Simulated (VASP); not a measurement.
# NaI in VASP: further runs

NaI is run at these levels: PBE, r2SCAN, HSE06; tasks: single point.

All numbers are computed with VASP 6.6.1; they aren't measurements. Logs are shortened: lines on timing, memory, paths and dates and some standing lists are left out, and cuts for length are marked.

### 1 The cell of the first run

The structure is cubic, space group Pm-3m (No. 221). The conventional cell has a = 4.156 Å, b = 4.156 Å, c = 4.156 Å, α = 90.00°, β = 90.00°, γ = 90.00°. Na (site symmetry m-3m) has 8 I at 3.60 Å and 6 Na at 4.16 Å within 4.7 Å. I (site symmetry m-3m) has 8 Na at 3.60 Å and 6 I at 4.16 Å within 4.7 Å.

### 2 Single point, PBE (strain +2.9%)

Contents of INCAR:

```
SYSTEM = NaI
ALGO = Normal
EDIFF = 1E-7
ENCUT = 520
GGA = PE
ISIF = 2
ISMEAR = -1
LASPH = .True.
LCHARG = .False.
LREAL = .False.
LWAVE = .False.
NBANDS = 14
NELM = 100
PREC = Accurate
SIGMA = 0.02
```

Contents of KPOINTS:

```
k-points
0
Gamma
  6 6 6
  0 0 0
```

Contents of POSCAR:

```
NaI
1.0
    4.1556919904      0.0000000000      0.0000000000
    0.0000000000      4.1556919904      0.0000000000
    0.0000000000      0.0000000000      4.1556919904
Na I
1 1
Direct
    0.0000000000      0.0000000000      0.0000000000
    0.5000000000      0.5000000000      0.5000000000
```

Potentials or basis: VASP PAW PBE potentials, release 64 (Na_pv, I).

Run with:

```
$ cat potpaw_PBE.64/Na_pv/POTCAR potpaw_PBE.64/I/POTCAR > POTCAR
$ mpirun -np 1 vasp_std > vasp.out
```

OUTCAR:

```text
SYSTEM = NaI
   EDIFF = 1E-7
   ENCUT = 520
   GGA = PE
   ISIF = 2
   ISMEAR = -1
   LASPH = .True.
   LREAL = .False.
   NELM = 100
   PREC = Accurate

 ion  position               nearest neighbor table
   1  0.000  0.000  0.000-
   2  0.500  0.500  0.500-

  LATTYP: Found a simple cubic cell.
 ALAT       =     4.1556919904

  Lattice vectors:

 A1 = (   4.1556919904,   0.0000000000,   0.0000000000)
 A2 = (   0.0000000000,   4.1556919904,   0.0000000000)
 A3 = (   0.0000000000,   0.0000000000,   4.1556919904)

Analysis of symmetry for initial positions (statically):
=====================================================================
 Subroutine PRICEL returns:
 Original cell was already a primitive cell.

 Routine SETGRP: Setting up the symmetry group for a
 simple cubic supercell.

 Subroutine GETGRP returns: Found 48 space group operations
 (whereof 48 operations were pure point group operations)
 out of a pool of 48 trial point group operations.

The static configuration has the point symmetry O_h .

Analysis of symmetry for dynamics (positions and initial velocities):
=====================================================================
 Subroutine PRICEL returns:
 Original cell was already a primitive cell.

 Routine SETGRP: Setting up the symmetry group for a
 simple cubic supercell.

 Subroutine GETGRP returns: Found 48 space group operations
 (whereof 48 operations were pure point group operations)
 out of a pool of 48 trial point group operations.

The dynamic configuration has the point symmetry O_h .

 Subroutine INISYM returns: Found 48 space group operations
 (whereof 48 operations are pure point group operations),
 and found     1 'primitive' translations

----------------------------------------------------------------------------------------

                                     Primitive cell

  volume of cell :      71.7679

  direct lattice vectors                    reciprocal lattice vectors
     4.155691990  0.000000000  0.000000000     0.240633811  0.000000000  0.000000000
     0.000000000  4.155691990  0.000000000     0.000000000  0.240633811  0.000000000
     0.000000000  0.000000000  4.155691990     0.000000000  0.000000000  0.240633811

  length of vectors
     4.155691990  4.155691990  4.155691990     0.240633811  0.240633811  0.240633811

  position of ions in fractional coordinates (direct lattice)
     0.000000000  0.000000000  0.000000000
     0.500000000  0.500000000  0.500000000

  ion indices of the primitive-cell ions
   primitive index   ion index
                 1           1
                 2           2

----------------------------------------------------------------------------------------

 KPOINTS: k-points

Automatic generation of k-mesh.
 Grid dimensions read from file:
 generate k-points for:    6    6    6

 Generating k-lattice:

  Cartesian coordinates                     Fractional coordinates (reciprocal lattice)
     0.040105635  0.000000000  0.000000000     0.166666667  0.000000000  0.000000000
     0.000000000  0.040105635  0.000000000     0.000000000  0.166666667  0.000000000
     0.000000000  0.000000000  0.040105635     0.000000000  0.000000000  0.166666667

  Length of vectors
     0.040105635  0.040105635  0.040105635

  Shift w.r.t. Gamma in fractional coordinates (k-lattice)
     0.000000000  0.000000000  0.000000000

 Subroutine IBZKPT returns following result:
 ===========================================

 Found     20 irreducible k-points:

 Following reciprocal coordinates:
            Coordinates               Weight
  0.000000  0.000000  0.000000      1.000000
  0.166667  0.000000  0.000000      6.000000
  0.333333  0.000000  0.000000      6.000000
  0.500000  0.000000  0.000000      3.000000
  0.166667  0.166667  0.000000     12.000000
  0.333333  0.166667  0.000000     24.000000
[... 12 lines left out ...]
  0.500000  0.500000  0.333333      6.000000
  0.500000  0.500000  0.500000      1.000000
   k-points           NKPTS =     20   k-points in BZ     NKDIM =     20   number of bands    NBANDS=     14
   number of dos      NEDOS =    301   number of ions     NIONS =      2
   total plane-waves  NPLWV =  32768
   dimension x,y,z NGX =    32 NGY =   32 NGZ =   32
   dimension x,y,z NGXF=    64 NGYF=   64 NGZF=   64
   ions per type =               1   1
   NGX,Y,Z   is equivalent  to a cutoff of  12.80, 12.80, 12.80 a.u.
   NGXF,Y,Z  is equivalent  to a cutoff of  25.60, 25.60, 25.60 a.u.
 SYSTEM =  NaI
   PREC   = accura    normal or accurate (medium, high low for compatibility)
   ISTART =      0    job   : 0-new  1-cont  2-samecut
   ICHARG =      2    charge: 1-file 2-atom 10-const
   ISPIN  =      1    spin polarized calculation?
   LNONCOLLINEAR =      F non collinear calculations
   LSORBIT =      F    spin-orbit coupling
   LASPH  =      T    aspherical Exc in radial PAW
   ENCUT  =  520.0 eV  38.22 Ry    6.18 a.u.   7.73  7.73  7.73*2*pi/ulx,y,z
   NELM   =    100;   NELMIN=  2; NELMDL= -5     # of ELM steps
   EDIFF  = 0.1E-06   stopping-criterion for ELM
   LREAL  =      F    real-space projection
   EDIFFG = 0.1E-05   stopping-criterion for IOM
   NSW    =      0    number of steps for IOM
   IBRION =     -1    ionic relax: 0-MD 1-quasi-New 2-CG
   NFREE  =      0    steps in history (QN), initial steepest desc. (CG)
   ISIF   =      2    stress and relaxation
   ISYM   =      2    0-nonsym 1-usesym 2-fastsym
   POTIM  = 0.5000    time-step for ionic-motion
   TEBEG  =    0.0;   TEEND  =   0.0 temperature during run
   PSTRESS=    0.0 pullay stress
   NELECT =      14.0000    total number of electrons
   NUPDOWN=      -1.0000    fix difference up-down
   EMIN   =  10.00;   EMAX   =-10.00  energy-range for DOS
   EFERMI =   0.00;   METHOD = LEGACY
   ISMEAR =    -1;   SIGMA  =   0.02  broadening in eV -4-tet -1-fermi 0-gaus
   EFERMI_NEDOS =   21; number of points for ismear=-14 and -15
   IALGO  =     38    algorithm
   IMIX   =      4    mixing-type and parameters
     AMIX     =   0.40;   BMIX     =  1.00
     AMIX_MAG =   1.60;   BMIX_MAG =  1.00
  volume/ion in A,a.u.               =      35.88       242.16
  Fermi-wavevector in a.u.,A,eV,Ry     =   0.949455  1.794209 12.265160  0.901464
  Thomas-Fermi vector in A             =   2.077739
   LORBIT       =      0    0 simple, 1 ext, 2 COOP (PROOUT), +10 PAW based schemes
   GGA     = PE    functional components
   LHFCALC =     F    Hartree Fock is set to
   AEXX    =    0.0000 exact exchange contribution
   IVDW    =     0    specifies the selected vdW correction
   LEPSILON=     F    determine dielectric tensor
   LRPA    =     F    only Hartree local field effects (RPA)
 non-spin polarized calculation
  energy-cutoff  :      520.00
  volume of cell :       71.77
 maximum number of plane-waves:      1956
 NGX is ok and might be reduce to    32
   NGX = 15   NGY = 15   NGZ = 15

 number of electron      14.0000020 magnetization

 Free energy of the ion-electron system (eV)
  ---------------------------------------------------
  ext. energy  EPLUGINS =         0.00000000
  ---------------------------------------------------
  free energy    TOTEN  =        -5.05956810 eV

  energy without entropy =       -5.05956810  energy(sigma->0) =       -5.05956810

 E-fermi :   1.7821     XC(G=0):  -7.5374

 val. band max:        1.2947936175   @ k =   0.5000   0.5000   0.0000
 cond. band min:       3.4787694734   @ k =   0.0000   0.0000   0.0000
 fundamental gap:      2.1839758560
 Fermi energy:         1.7820872629

 k-point     1 :       0.0000    0.0000    0.0000
  band No.  band energies     occupation
      1     -22.4479      2.00000
      2     -22.4479      2.00000
      3     -22.4479      2.00000
      4     -10.2192      2.00000
      5       0.7410      2.00000
      6       0.7410      2.00000
      7       0.7410      2.00000
      8       3.4788      0.00000
      9       7.0508      0.00000
     10       7.0508      0.00000
     11      12.0267      0.00000
     12      12.0267      0.00000
     13      12.0267      0.00000
     14      12.9231      0.00000

 k-point     2 :       0.1667    0.0000    0.0000
  band No.  band energies     occupation
      1     -22.4492      2.00000
      2     -22.4477      2.00000
      3     -22.4477      2.00000
      4     -10.1580      2.00000
      5      -0.0662      2.00000
      6       0.8071      2.00000
      7       0.8071      2.00000
      8       4.1399      0.00000
      9       7.2645      0.00000
     10       7.6879      0.00000
     11      10.8140      0.00000
     12      10.8140      0.00000
     13      11.3128      0.00000
     14      13.0693      0.00000

 k-point     3 :       0.3333    0.0000    0.0000
  band No.  band energies     occupation
      1     -22.4520      2.00000
      2     -22.4475      2.00000
      3     -22.4475      2.00000
      4     -10.0285      2.00000
      5      -1.1375      2.00000
      6       0.9475      2.00000
      7       0.9475      2.00000
      8       5.1294      0.00000
      9       7.8693      0.00000
     10       7.8953      0.00000
     11       9.5857      0.00000
     12       9.5857      0.00000
     13      11.0935      0.00000
     14      11.9689      0.00000
[... 256 lines left out ...]
 k-point    19 :       0.5000    0.5000    0.3333
  band No.  band energies     occupation
      1     -22.4522      2.00000
      2     -22.4522      2.00000
      3     -22.4507      2.00000
      4      -9.5761      2.00000
      5      -0.6421      2.00000
      6      -0.6421      2.00000
      7      -0.1481      2.00000
      8       5.0711      0.00000
      9       6.1554      0.00000
     10       6.1554      0.00000
     11       8.5783      0.00000
     12      11.9895      0.00000
     13      13.6677      0.00000
     14      13.6677      0.00000

 k-point    20 :       0.5000    0.5000    0.5000
  band No.  band energies     occupation
      1     -22.4520      2.00000
      2     -22.4520      2.00000
      3     -22.4520      2.00000
      4      -9.5195      2.00000
      5      -0.5200      2.00000
      6      -0.5200      2.00000
      7      -0.5200      2.00000
      8       5.6167      0.00000
      9       5.6167      0.00000
     10       5.6167      0.00000
     11       7.5981      0.00000
     12      14.1867      0.00000
     13      14.1867      0.00000
     14      14.1867      0.00000

------------------------ aborting loop because EDIFF is reached ----------------------------------------

  FORCE on cell =-STRESS in cart. coord.  units (eV):
  Direction    XX          YY          ZZ          XY          YZ          ZX
  --------------------------------------------------------------------------------------
  -------------------------------------------------------------------------------------
  Total       -0.4221320     -0.4221320     -0.4221320     -0.0000000     -0.0000000      0.0000000
  in kB       -9.4238592     -9.4238592     -9.4238592     -0.0000000     -0.0000000      0.0000000
  external PRESSURE =      -9.4238592 kB  Pullay stress =       0.0000000 kB

 VOLUME and BASIS-vectors are now :
 -----------------------------------------------------------------------------
  energy-cutoff  :      520.00
  volume of cell :       71.77
      direct lattice vectors                 reciprocal lattice vectors
     4.155691990  0.000000000  0.000000000     0.240633811  0.000000000  0.000000000
     0.000000000  4.155691990  0.000000000     0.000000000  0.240633811  0.000000000
     0.000000000  0.000000000  4.155691990     0.000000000  0.000000000  0.240633811

 POSITION                                       TOTAL-FORCE (eV/Angst)
 -----------------------------------------------------------------------------------
      0.00000      0.00000      0.00000         0.000000      0.000000      0.000000
      2.07785      2.07785      2.07785         0.000000      0.000000      0.000000
 -----------------------------------------------------------------------------------
    total drift:                                0.000000     -0.000000     -0.000000

  FREE ENERGIE OF THE ION-ELECTRON SYSTEM (eV)
  ---------------------------------------------------
  free  energy   TOTEN  =        -5.0595680955 eV

  energy  without entropy=       -5.0595680955  energy(sigma->0) =       -5.05956810
```

Run time: 14 s. Hardware: 1 thread of AMD EPYC 7R43 (Zen 3), shared host; peak memory 0.14 GiB.

What came out:

```yaml
Free_energy: -5.0596 eV
Pressure: -0.9 GPa
Band_gap_on_the_k_mesh: 2.18 eV (least direct gap 2.74 eV)
```

Caveat: the cell differs from its parent crystal (strain +2.9%); spin-orbit coupling is left out, which moves the levels of the heavy elements.

(Continued in part 2 of 2.)
